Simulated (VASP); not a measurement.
# TaCl3F (Cm) in VASP: single point with PBE

Aim: the single point of TaCl3F with PBE.

All numbers are computed with VASP 6.6.1; they aren't measurements. Logs are shortened: lines on timing, memory, paths and dates and some standing lists are left out, and cuts for length are marked.

## Step 1: The cell of the first run

It takes space group Cm (No. 8, monoclinic). The conventional cell has a = 13.268 Å, b = 6.774 Å, c = 9.097 Å, α = 90.00°, β = 132.36°, γ = 90.00°. Within 2.6 Å of Ta (site symmetry 1) lie 1 F at 1.88 Å and 5 Cl at 2.32 to 2.53 Å. Within 3.1 Å of Cl (site symmetry 1) lie 1 Ta at 2.32 Å. Cl (site symmetry m) has 2 Ta at 2.44 Å and 2 F at 3.08 Å within 3.2 Å. Within 3.2 Å of Cl (site symmetry m) lie 2 Ta at 2.44 Å and 2 F at 3.09 Å. Cl (site symmetry m) has 2 Ta at 2.53 Å and 2 F at 3.06 Å and 5 Cl at 3.32 to 3.41 Å within 3.5 Å. Within 3.5 Å of Cl (site symmetry m) lie 2 Ta at 2.53 Å and 2 F at 3.06 Å and 5 Cl at 3.32 to 3.40 Å. F (site symmetry 1) has 1 Ta at 1.88 Å within 2.5 Å.

## Step 2: Single point, PBE

INCAR reads:

```
SYSTEM = TaCl3F
PREC = Accurate
ENCUT = 700
EDIFF = 1E-6
ISMEAR = 0
SIGMA = 0.1
LREAL = .False.
LASPH = .True.
NELM = 120
ALGO = Normal
ISIF = 2
LWAVE = .False.
LCHARG = .False.
GGA = PE
NBANDS = 52
GGA_COMPAT = .False.
```

KPOINTS reads:

```
Automatic mesh
0
Gamma
  4 4 4
  0 0 0
```

POSCAR reads:

```
TaCl3F
1.0
    0.0000000000     -6.7735527750      0.0000000000
   -6.6340618161     -3.3867763875      0.0407151530
   -0.5467594652     -3.3867763875     -6.7190786413
Ta Cl F
2 6 2
Direct
    0.2144815084      0.0029910561      0.0050667296
    0.7774607059      0.0029910561      0.0050667296
    0.0105445993      0.2259526063      0.2517605480
    0.5117422464      0.2259526063      0.2517605480
    0.0090630044      0.7771688462      0.2047051450
    0.9845473841      0.2272800478      0.8036251840
    0.4990584043      0.1827824139      0.8191007775
    0.5201364774      0.7973035269      0.1624235182
    0.4091960536      0.8207889202      0.8042454101
    0.9657696160      0.8207889202      0.8042454101
```

Potentials or basis: VASP PAW PBE potentials, release 64 (Ta_sv_GW, Cl, F).

Run with:

```sh
cat potpaw_PBE.64/Ta_sv_GW/POTCAR potpaw_PBE.64/Cl/POTCAR potpaw_PBE.64/F/POTCAR > POTCAR
mpirun -np 1 vasp_std > vasp.out
```

OUTCAR:

```text
SYSTEM = TaCl3F
   PREC = Accurate
   ENCUT = 700
   EDIFF = 1E-6
   ISMEAR = 0
   LREAL = .False.
   LASPH = .True.
   NELM = 120
   ISIF = 2
   GGA = PE

 ion  position               nearest neighbor table
   1  0.214  0.003  0.005-   9 1.88   3 2.32   5 2.44   6 2.44   7 2.53   8 2.53   2 2.96
   2  0.777  0.003  0.005-  10 1.88   4 2.32   5 2.44   6 2.44   7 2.53   8 2.53   1 2.96
   3  0.011  0.226  0.252-   1 2.32
   4  0.512  0.226  0.252-   2 2.32
   5  0.009  0.777  0.205-   2 2.44   1 2.44
   6  0.985  0.227  0.804-   2 2.44   1 2.44
   7  0.499  0.183  0.819-   1 2.53   2 2.53
   8  0.520  0.797  0.162-   1 2.53   2 2.53
   9  0.409  0.821  0.804-   1 1.88
  10  0.966  0.821  0.804-   2 1.88

  LATTYP: Found a base centered monoclinic cell.
 ALAT       =    13.2683735105
 B/A-ratio  =     0.5105036250
 C/A-ratio  =     0.6855931590
 COS(beta)  =    -0.6737244957

  Lattice vectors:

 A1 = (  -6.6340618161,  -3.3867763875,   0.0407151530)
 A2 = (  -6.6340618161,   3.3867763875,   0.0407151530)
 A3 = (   6.0873023509,   0.0000000000,  -6.7597937943)

Analysis of symmetry for initial positions (statically):
=====================================================================
 Subroutine PRICEL returns:
 Original cell was already a primitive cell.

 Routine SETGRP: Setting up the symmetry group for a
 base centered monoclinic supercell.

 Subroutine GETGRP returns: Found  2 space group operations
 (whereof  2 operations were pure point group operations)
 out of a pool of  4 trial point group operations.

The static configuration has the point symmetry C_1h.

Analysis of symmetry for dynamics (positions and initial velocities):
=====================================================================
 Subroutine PRICEL returns:
 Original cell was already a primitive cell.

 Routine SETGRP: Setting up the symmetry group for a
 base centered monoclinic supercell.

 Subroutine GETGRP returns: Found  2 space group operations
 (whereof  2 operations were pure point group operations)
 out of a pool of  4 trial point group operations.

The dynamic configuration has the point symmetry C_1h.

 Subroutine INISYM returns: Found  2 space group operations
 (whereof  2 operations are pure point group operations),
 and found     1 'primitive' translations

----------------------------------------------------------------------------------------

                                     Primitive cell

  volume of cell :     302.0804

  direct lattice vectors                    reciprocal lattice vectors
     0.000000000 -6.773552775  0.000000000     0.075787464 -0.147633012  0.068247823
    -6.634061816 -3.386776387  0.040715153    -0.150661972  0.000000000  0.012259993
    -0.546759465 -3.386776387 -6.719078641    -0.000912956  0.000000000 -0.148755638

  length of vectors
     6.773552775  7.448670230  7.544217521     0.179435257  0.151159972  0.148758440

  position of ions in fractional coordinates (direct lattice)
     0.214481508  0.002991056  0.005066730
     0.777460706  0.002991056  0.005066730
     0.010544599  0.225952606  0.251760548
     0.511742246  0.225952606  0.251760548
     0.009063004  0.777168846  0.204705145
     0.984547384  0.227280048  0.803625184
     0.499058404  0.182782414  0.819100777
     0.520136477  0.797303527  0.162423518
     0.409196054  0.820788920  0.804245410
     0.965769616  0.820788920  0.804245410

  ion indices of the primitive-cell ions
   primitive index   ion index
                 1           1
                 2           2
                 3           3
                 4           4
                 5           5
                 6           6
                 7           7
                 8           8
                 9           9
                10          10

----------------------------------------------------------------------------------------

 KPOINTS: Automatic mesh

Automatic generation of k-mesh.
 Grid dimensions read from file:
 generate k-points for:    4    4    4

 Generating k-lattice:

  Cartesian coordinates                     Fractional coordinates (reciprocal lattice)
     0.018946866 -0.036908253  0.017061956     0.250000000 -0.000000000  0.000000000
    -0.037665493  0.000000000  0.003064998     0.000000000  0.250000000  0.000000000
    -0.000228239  0.000000000 -0.037188910     0.000000000  0.000000000  0.250000000

  Length of vectors
     0.044858814  0.037789993  0.037189610

  Shift w.r.t. Gamma in fractional coordinates (k-lattice)
     0.000000000  0.000000000  0.000000000

 Subroutine IBZKPT returns following result:
 ===========================================

 Found     24 irreducible k-points:

 Following reciprocal coordinates:
            Coordinates               Weight
  0.000000  0.000000  0.000000      1.000000
  0.250000 -0.000000  0.000000      4.000000
  0.500000 -0.000000  0.000000      2.000000
  0.000000  0.250000  0.000000      2.000000
  0.250000  0.250000  0.000000      4.000000
  0.500000  0.250000  0.000000      4.000000
[... 16 lines left out ...]
  0.000000  0.250000  0.500000      2.000000
  0.000000  0.500000  0.500000      1.000000
   k-points           NKPTS =     24   k-points in BZ     NKDIM =     24   number of bands    NBANDS=     52
   number of dos      NEDOS =    301   number of ions     NIONS =     10
   total plane-waves  NPLWV = 268800
   dimension x,y,z NGX =    60 NGY =   64 NGZ =   70
   dimension x,y,z NGXF=   120 NGYF=  128 NGZF=  140
   ions per type =               2   6   2
   NGX,Y,Z   is equivalent  to a cutoff of  14.73, 14.28, 15.43 a.u.
   NGXF,Y,Z  is equivalent  to a cutoff of  29.45, 28.57, 30.85 a.u.
 SYSTEM =  TaCl3F
   PREC   = accura    normal or accurate (medium, high low for compatibility)
   ISTART =      0    job   : 0-new  1-cont  2-samecut
   ICHARG =      2    charge: 1-file 2-atom 10-const
   ISPIN  =      1    spin polarized calculation?
   LNONCOLLINEAR =      F non collinear calculations
   LSORBIT =      F    spin-orbit coupling
   LASPH  =      T    aspherical Exc in radial PAW
   ENCUT  =  700.0 eV  51.45 Ry    7.17 a.u.  14.61 16.07 16.27*2*pi/ulx,y,z
   NELM   =    120;   NELMIN=  2; NELMDL= -5     # of ELM steps
   EDIFF  = 0.1E-05   stopping-criterion for ELM
   LREAL  =      F    real-space projection
   EDIFFG = 0.1E-04   stopping-criterion for IOM
   NSW    =      0    number of steps for IOM
   IBRION =     -1    ionic relax: 0-MD 1-quasi-New 2-CG
   NFREE  =      0    steps in history (QN), initial steepest desc. (CG)
   ISIF   =      2    stress and relaxation
   ISYM   =      2    0-nonsym 1-usesym 2-fastsym
   POTIM  = 0.5000    time-step for ionic-motion
   TEBEG  =    0.0;   TEEND  =   0.0 temperature during run
   PSTRESS=    0.0 pullay stress
   NELECT =      82.0000    total number of electrons
   NUPDOWN=      -1.0000    fix difference up-down
   EMIN   =  10.00;   EMAX   =-10.00  energy-range for DOS
   EFERMI =   0.00;   METHOD = LEGACY
   ISMEAR =     0;   SIGMA  =   0.10  broadening in eV -4-tet -1-fermi 0-gaus
   EFERMI_NEDOS =   21; number of points for ismear=-14 and -15
   IALGO  =     38    algorithm
   IMIX   =      4    mixing-type and parameters
     AMIX     =   0.40;   BMIX     =  1.00
     AMIX_MAG =   1.60;   BMIX_MAG =  1.00
  volume/ion in A,a.u.               =      30.21       203.85
  Fermi-wavevector in a.u.,A,eV,Ry     =   1.059998  2.003107 15.287463  1.123597
  Thomas-Fermi vector in A             =   2.195364
   LORBIT       =      0    0 simple, 1 ext, 2 COOP (PROOUT), +10 PAW based schemes
   GGA     = PE    functional components
   LHFCALC =     F    Hartree Fock is set to
   AEXX    =    0.0000 exact exchange contribution
   IVDW    =     0    specifies the selected vdW correction
   LEPSILON=     F    determine dielectric tensor
   LRPA    =     F    only Hartree local field effects (RPA)
 non-spin polarized calculation
 Gauss-broadening in eV      SIGMA  =   0.10
  energy-cutoff  :      700.00
  volume of cell :      302.08
 maximum number of plane-waves:     12740
 NGX is ok and might be reduce to    60
   NGX = 29   NGY = 33   NGZ = 33

 number of electron      82.0000000 magnetization

 Free energy of the ion-electron system (eV)
  ---------------------------------------------------
  ext. energy  EPLUGINS =         0.00000000
  ---------------------------------------------------
  free energy    TOTEN  =       -60.94134489 eV

  energy without entropy =      -60.94134489  energy(sigma->0) =      -60.94134489

 E-fermi :   0.6410     XC(G=0):  -7.2420

 val. band max:        0.0125346536   @ k =   0.0000   0.0000   0.5000
 cond. band min:       1.6434379428   @ k =   0.0000   0.0000   0.0000
 fundamental gap:      1.6309032892
 Fermi energy:         0.6410285769

 k-point     1 :       0.0000    0.0000    0.0000
  band No.  band energies     occupation
      1     -68.8068      2.00000
      2     -68.7905      2.00000
      3     -35.5889      2.00000
      4     -35.5578      2.00000
      5     -35.2245      2.00000
      6     -35.1617      2.00000
[... 44 lines left out ...]
     51       5.5404      0.00000
     52       6.9969      0.00000

 k-point     2 :       0.2500   -0.0000    0.0000
  band No.  band energies     occupation
      1     -68.8067      2.00000
      2     -68.7907      2.00000
      3     -35.5881      2.00000
      4     -35.5587      2.00000
      5     -35.2123      2.00000
      6     -35.1594      2.00000
[... 44 lines left out ...]
     51       5.8194      0.00000
     52       7.0256      0.00000
[... 1153 lines left out ...]
     51       6.3445      0.00000
     52       6.9553      0.00000

 k-point    24 :       0.0000    0.5000    0.5000
  band No.  band energies     occupation
      1     -68.8069      2.00000
      2     -68.7905      2.00000
      3     -35.5889      2.00000
      4     -35.5578      2.00000
      5     -35.2245      2.00000
      6     -35.1617      2.00000
[... 44 lines left out ...]
     51       6.6850      0.00000
     52       7.3369      0.00000

------------------------ aborting loop because EDIFF is reached ----------------------------------------

  FORCE on cell =-STRESS in cart. coord.  units (eV):
  Direction    XX          YY          ZZ          XY          YZ          ZX
  --------------------------------------------------------------------------------------
  -------------------------------------------------------------------------------------
  Total        0.0594115     -0.2506403      0.0596111      0.0000000      0.0000000      0.2241881
  in kB        0.3151072     -1.3293487      0.3161662      0.0000000      0.0000000      1.1890509
  external PRESSURE =      -0.2326918 kB  Pullay stress =       0.0000000 kB

 VOLUME and BASIS-vectors are now :
 -----------------------------------------------------------------------------
  energy-cutoff  :      700.00
  volume of cell :      302.08
      direct lattice vectors                 reciprocal lattice vectors
     0.000000000 -6.773552775  0.000000000     0.075787464 -0.147633012  0.068247823
    -6.634061816 -3.386776387  0.040715153    -0.150661972  0.000000000  0.012259993
    -0.546759465 -3.386776387 -6.719078641    -0.000912956  0.000000000 -0.148755638

 POSITION                                       TOTAL-FORCE (eV/Angst)
 -----------------------------------------------------------------------------------
     -0.02261     -1.48009     -0.03392        -0.117196      0.000263     -0.118414
     -0.02261     -5.29346     -0.03392        -0.117196     -0.000263     -0.118414
     -1.63664     -1.68933     -1.68240         0.016097      0.003449      0.016088
     -1.63664     -5.08422     -1.68240         0.016097     -0.003449      0.016088
     -5.26771     -3.38678     -1.34379        -0.008246     -0.000000      0.004793
     -1.94718    -10.16033     -5.39037         0.006871     -0.000000     -0.006762
     -1.66044     -6.77355     -5.49616         0.006258     -0.000000     -0.006063
     -5.37817     -6.77355     -1.05887        -0.006825     -0.000000      0.005711
     -5.88489     -8.27534     -5.37037         0.102070     -0.001562      0.103487
     -5.88489    -12.04532     -5.37037         0.102070      0.001562      0.103487
 -----------------------------------------------------------------------------------
    total drift:                               -0.000041     -0.000016      0.000924

  FREE ENERGIE OF THE ION-ELECTRON SYSTEM (eV)
  ---------------------------------------------------
  free  energy   TOTEN  =       -60.9413448886 eV

  energy  without entropy=      -60.9413448886  energy(sigma->0) =      -60.94134489
```

Wall time 16 min (1 thread of Intel Xeon Platinum 8259CL at 2.50GHz (Skylake/Cascade Lake), shared host); peak memory 0.91 GiB.

Results:

| Quantity | Value |
| --- | --- |
| Free energy | -60.9413 eV |
| Pressure | 0.0 GPa |
| Largest force | 0.167 eV/Å |
| Band gap on the k mesh | 1.63 eV (least direct gap 1.65 eV) |

Forces on the atoms (eV/Å):
```
Ta  -0.117  0.000 -0.118
Ta  -0.117  0.000 -0.118
Cl   0.016  0.003  0.016
Cl   0.016 -0.003  0.016
Cl  -0.008  0.000  0.005
Cl   0.007  0.000 -0.007
Cl   0.006  0.000 -0.006
Cl  -0.007  0.000  0.006
F    0.102 -0.002  0.103
F    0.102  0.002  0.103
```

Stress tensor (GPa, compression positive):
```
 0.03  0.00  0.12
 0.00 -0.13  0.00
 0.12  0.00  0.03
```

Levels at points of the mesh, in eV from the valence-band top:
```
           k point  band 39  band 40  band 41  band 42  band 43  band 44
(0.00, 0.00, 0.00)    -1.71    -1.39    -0.02     1.63     2.02     2.45
(0.50, 0.00, 0.00)    -1.88    -1.85    -0.04     1.74     2.29     2.37
(0.00, 0.50, 0.00)    -1.86    -1.40     0.00     1.72     2.06     2.56
(0.50, 0.50, 0.00)    -1.86    -1.81    -0.02     1.74     2.31     2.35
(0.00, 0.00, 0.50)    -1.86    -1.40     0.00     1.72     2.06     2.55
(0.00, 0.50, 0.50)    -2.05    -1.41    -0.01     1.82     2.10     2.72
```

Caveat: spin-orbit coupling is left out, which moves the levels of the heavy elements; this functional lacks dispersion, which binds layers or chains, so the pressure and a relaxed spacing across them are unreliable.
